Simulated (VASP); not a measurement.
# AlSi3C3N (P1) in VASP: single point with PBEsol+D4

Aim: the single point of AlSi3C3N with PBEsol+D4.

Program: VASP 6.6.1. These are calculated values, not measurements. Logs are shortened: lines on timing, memory, paths and dates and some standing lists are left out, and cuts for length are marked.

## 1. The cell of the first run

The typed cell holds 32 atoms: a = 6.171 Å, b = 10.688 Å, c = 5.032 Å, α = 90.00°, β = 90.00°, γ = 90.00°.

## 2. Single point, PBEsol+D4

The input, INCAR:

```
ALGO = Normal
EDIFF = 1E-6
ENCUT = 600
GGA = PS
GGA_COMPAT = F
ISIF = 2
ISMEAR = -1
IVDW = 13
LASPH = T
LCHARG = T
LELF = T
LREAL = Auto
LVHAR = T
LWAVE = F
NBANDS = 86
NELM = 120
PREC = Accurate
SIGMA = 0.05
```

The input, KPOINTS:

```
Automatic mesh
0
Gamma
  2 2 2
  0.5 0.5 0.5
```

The input, POSCAR:

```
AlSi3C3N
1.0
    6.1709340000      0.0000000000      0.0000000000
    0.0000000000     10.6883710000      0.0000000000
    0.0000000000      0.0000000000      5.0315600000
Si Al C N
12 4 12 4
Direct
    0.2518490000      0.0843240000      0.4943150000
    0.9953560000      0.3335400000      0.4984740000
    0.7486230000      0.0815950000      0.5019590000
    0.2458000000      0.5808650000      0.4962690000
    0.9975360000      0.8332130000      0.4937190000
    0.7451640000      0.5836910000      0.4940920000
    0.5002170000      0.8319310000      0.5019340000
    0.5000610000      0.1669640000      0.9990740000
    0.9961170000      0.6682440000      0.9998860000
    0.7483080000      0.4184190000      0.0007890000
    0.5019370000      0.6642910000      0.9951150000
    0.2507250000      0.9183120000      0.9994400000
    0.4969240000      0.3328030000      0.4935040000
    0.0003480000      0.1672000000      0.0006690000
    0.2423260000      0.4173300000      0.9961140000
    0.7535000000      0.9154550000      0.9969240000
    0.0048850000      0.1673680000      0.3777360000
    0.0030390000      0.6669670000      0.3711010000
    0.5010850000      0.6669210000      0.3715580000
    0.2491950000      0.9187370000      0.3718670000
    0.7448550000      0.9153990000      0.3777920000
    0.2533570000      0.0820060000      0.8782240000
    0.7513110000      0.0811220000      0.8802630000
    0.4993250000      0.3363610000      0.8769060000
    0.2529420000      0.5816570000      0.8747170000
    0.9969660000      0.8329470000      0.8765560000
    0.7475640000      0.5882370000      0.8788290000
    0.4972970000      0.8365960000      0.8809190000
    0.5021320000      0.1644480000      0.3797570000
    0.2465830000      0.4167290000      0.3718210000
    0.7447070000      0.4181940000      0.3810160000
    0.0021080000      0.3339980000      0.8788650000
```

Potentials or basis: VASP PAW PBE potentials, release 64 (Si, Al, C, N).

On the command line:

```sh
$ cat potpaw_PBE.64/Si/POTCAR potpaw_PBE.64/Al/POTCAR potpaw_PBE.64/C/POTCAR potpaw_PBE.64/N/POTCAR > POTCAR
$ mpirun -np 1 vasp_std > vasp.out
```

OUTCAR:

```text
EDIFF = 1E-6
   ENCUT = 600
   GGA = PS
   ISIF = 2
   ISMEAR = -1
   IVDW = 13
   LASPH = T
   LREAL = Auto
   NELM = 120
   PREC = Accurate

 ion  position               nearest neighbor table
   1  0.252  0.084  0.494-  29 1.86  17 1.86  20 1.87  22 1.93   8 3.06  13 3.06  12 3.06  14 3.06
                             3 3.07   8 3.09   2 3.10  12 3.10   7 3.10   3 3.11   5 3.11  14 3.11
   2  0.995  0.334  0.498-  17 1.88  31 1.89  30 1.90  32 1.91   4 3.06  15 3.07  10 3.07  14 3.07
                            13 3.08  15 3.08   6 3.09  10 3.09  14 3.09   3 3.09  13 3.10   1 3.10
   3  0.749  0.082  0.502-  29 1.86  21 1.88  23 1.90  17 1.93  16 3.06   1 3.07   5 3.07   8 3.07
                             7 3.08  14 3.09   2 3.09   8 3.10  16 3.10  14 3.10  13 3.10   1 3.11
   4  0.246  0.581  0.496-  30 1.86  18 1.87  25 1.90  19 1.93   2 3.06  15 3.06  15 3.06  13 3.07
                             9 3.08   6 3.08   6 3.09  11 3.10   5 3.10  11 3.11   7 3.11   9 3.11
   5  0.998  0.833  0.494-  18 1.88  21 1.88  20 1.90  26 1.93   9 3.05  16 3.05   3 3.07   7 3.07
                            16 3.07  12 3.07   6 3.09   9 3.10   4 3.10   7 3.10   1 3.11  12 3.12
   6  0.745  0.584  0.494-  19 1.85  31 1.86  18 1.93  27 1.94  10 3.05  11 3.05   7 3.05  11 3.06
                             9 3.07   4 3.08   2 3.09  13 3.09   5 3.09   4 3.09  10 3.10   9 3.11
   7  0.500  0.832  0.502-  21 1.86  19 1.88  28 1.91  20 1.92   6 3.05  11 3.06   5 3.07  16 3.07
                             3 3.08  12 3.08  12 3.10   5 3.10   1 3.10   4 3.11  16 3.11  11 3.12
   8  0.500  0.167  0.999-  22 1.87  23 1.90  24 1.91  29 1.92  13 3.05   1 3.06  12 3.07   3 3.07
                            14 3.08  14 3.09  10 3.09   1 3.09   3 3.10  13 3.10  16 3.11  15 3.11
   9  0.996  0.668  1.000-  27 1.86  26 1.87  18 1.87  25 1.94  16 3.04   5 3.05  11 3.05   6 3.07
[... 17 lines left out ...]
  19  0.501  0.667  0.372-   6 1.85   7 1.88  11 1.89   4 1.93
  20  0.249  0.919  0.372-  12 1.87   1 1.87   5 1.90   7 1.92
  21  0.745  0.915  0.378-   7 1.86   5 1.88   3 1.88  16 1.92
  22  0.253  0.082  0.878-  12 1.85   8 1.87  14 1.91   1 1.93
[... 8 lines left out ...]
  31  0.745  0.418  0.381-   6 1.86  13 1.87   2 1.89  10 1.91
  32  0.002  0.334  0.879-  15 1.83  14 1.89  10 1.91   2 1.91

  LATTYP: Found a simple orthorhombic cell.
 ALAT       =     5.0315600000
 B/A-ratio  =     1.2264454762
 C/A-ratio  =     2.1242658341

  Lattice vectors:

 A1 = (   0.0000000000,   0.0000000000,   5.0315600000)
 A2 = (   6.1709340000,   0.0000000000,   0.0000000000)
 A3 = (   0.0000000000,  10.6883710000,   0.0000000000)

Analysis of symmetry for initial positions (statically):
=====================================================================
 Subroutine PRICEL returns:
 Original cell was already a primitive cell.

 Routine SETGRP: Setting up the symmetry group for a
 simple orthorhombic supercell.

[... 169 lines left out ...]
   NUPDOWN=      -1.0000    fix difference up-down
   EMIN   =  10.00;   EMAX   =-10.00  energy-range for DOS
   EFERMI =   0.00;   METHOD = LEGACY
   ISMEAR =    -1;   SIGMA  =   0.05  broadening in eV -4-tet -1-fermi 0-gaus
   EFERMI_NEDOS =   21; number of points for ismear=-14 and -15
   IALGO  =     38    algorithm
   IMIX   =      4    mixing-type and parameters
     AMIX     =   0.40;   BMIX     =  1.00
     AMIX_MAG =   1.60;   BMIX_MAG =  1.00
  volume/ion in A,a.u.               =      10.37        69.99
  Fermi-wavevector in a.u.,A,eV,Ry     =   1.191671  2.251932 19.321366  1.420080
  Thomas-Fermi vector in A             =   2.327727
   LORBIT       =      0    0 simple, 1 ext, 2 COOP (PROOUT), +10 PAW based schemes
   GGA     = PS    functional components
   LHFCALC =     F    Hartree Fock is set to
   AEXX    =    0.0000 exact exchange contribution
   IVDW    =    13    specifies the selected vdW correction
   LEPSILON=     F    determine dielectric tensor
   LRPA    =     F    only Hartree local field effects (RPA)
 non-spin polarized calculation
  energy-cutoff  :      600.00
  volume of cell :      331.87
 maximum number of plane-waves:     11082
 NGX is ok and might be reduce to    50
   NGX = 25   NGY = 43   NGZ = 21

 number of electron     127.9999998 magnetization

 Free energy of the ion-electron system (eV)
  ---------------------------------------------------
  ext. energy  EPLUGINS =         0.00000000
  ---------------------------------------------------
  free energy    TOTEN  =      -247.48993332 eV

  energy without entropy =     -247.48993332  energy(sigma->0) =     -247.48993332

 E-fermi :   9.4104     XC(G=0): -11.4163

 val. band max:        8.3283125587   @ k =   0.2500  -0.2500  -0.2500
 cond. band min:      10.4831552622   @ k =  -0.2500  -0.2500   0.2500
 fundamental gap:      2.1548427035
 Fermi energy:         9.4103917834

 k-point     1 :       0.2500    0.2500    0.2500
  band No.  band energies     occupation
      1      -9.7606      2.00000
      2      -8.6492      2.00000
      3      -8.3359      2.00000
      4      -8.0149      2.00000
      5      -6.1861      2.00000
      6      -5.2328      2.00000
[... 305 lines left out ...]
     75      12.9482      0.00000
     76      13.0905      0.00000
 [bands above 76 left out]

------------------------ aborting loop because EDIFF is reached ----------------------------------------

  DFT-D4 for vdW energy calculation

  Edisp (eV):   -5.86381

  FORCE on cell =-STRESS in cart. coord.  units (eV):
  Direction    XX          YY          ZZ          XY          YZ          ZX
  --------------------------------------------------------------------------------------
  -------------------------------------------------------------------------------------
  Total      -0.47299    -1.45838    -3.73267    -0.98981     0.55943     0.38241
  in kB      -2.28348    -7.04072   -18.02041    -4.77856     2.70080     1.84618
  external pressure =       -9.11 kB  Pullay stress =        0.00 kB

 VOLUME and BASIS-vectors are now :
 -----------------------------------------------------------------------------
  energy-cutoff  :      600.00
  volume of cell :      331.87
      direct lattice vectors                 reciprocal lattice vectors
     6.170934000  0.000000000  0.000000000     0.162050024  0.000000000  0.000000000
     0.000000000 10.688371000  0.000000000     0.000000000  0.093559627  0.000000000
     0.000000000  0.000000000  5.031560000     0.000000000  0.000000000  0.198745518

 POSITION                                       TOTAL-FORCE (eV/Angst)
 -----------------------------------------------------------------------------------
      1.55414      0.90129      2.48718         0.078543     -0.983754      1.628483
      6.14228      3.56500      2.50810         0.906027     -0.878951      0.751332
      4.61970      0.87212      2.52564         0.437347     -1.156248      1.363717
      1.51682      6.20850      2.49701         0.654779      0.984423      0.985677
      6.15573      8.90569      2.48418        -0.241302      1.138215      1.467092
      4.59836      6.23871      2.48605         0.675133      1.458725      0.814166
[... 24 lines left out ...]
      4.59554      4.46981      1.91710         2.334834      0.165136     -1.005154
      0.01301      3.56989      4.42206        -2.471686      1.664034     -1.509649
 -----------------------------------------------------------------------------------
    total drift:                               -0.009265     -0.013602     -0.031578

  FREE ENERGIE OF THE ION-ELECTRON SYSTEM (eV)
  ---------------------------------------------------
  free  energy   TOTEN  =      -253.3537413111 eV

  energy  without entropy=     -253.3537413102  energy(sigma->0) =     -253.35374131
```

It took 6.2 min on 1 thread of Oxide Virtual Turin-like, shared host; peak memory 0.43 GiB.

What came out:

- Free energy: -253.3537 eV
- Pressure: -0.9 GPa
- Largest force: 3.703 eV/Å
- Band gap on the k mesh: 2.15 eV (least direct gap 2.20 eV)
- Dispersion energy per atom: -0.183 eV

Forces on the atoms (eV/Å):
```
Si   0.079 -0.984  1.628
Si   0.906 -0.879  0.751
Si   0.437 -1.156  1.364
Si   0.655  0.984  0.986
Si  -0.241  1.138  1.467
Si   0.675  1.459  0.814
Si  -0.089  1.228  1.000
Si   1.047 -1.153 -1.168
Si   1.644  1.220 -1.121
Si  -0.568 -0.156 -1.354
Si  -1.698  2.455 -0.228
Si  -0.348 -1.111 -0.770
Al  -0.570 -0.666  0.657
Al  -0.337 -0.901 -1.108
Al   0.904  0.145  0.016
Al  -0.742  0.217  0.230
C   -0.725  2.042  1.729
C   -0.839 -1.591  0.215
C   -0.452 -1.749 -0.024
C    0.107 -0.084  0.259
C    0.380  0.393  1.370
C    1.344  0.752 -0.983
C   -1.959  2.821 -1.385
C    1.778 -1.034  1.651
C   -1.002  1.300 -0.923
C    2.560 -1.448 -1.058
C    0.967 -2.549 -0.693
C   -1.367 -2.558 -1.071
N   -0.237 -0.045 -1.132
N   -2.168  0.082  1.396
N    2.335  0.165 -1.005
N   -2.472  1.664 -1.510
```

Caveat: the k points lie up to 0.62 Å⁻¹ apart; the PAW data sets were made with another functional, which shifts forces and pressure a little; a shifted mesh leaves out Γ, where band edges can lie.
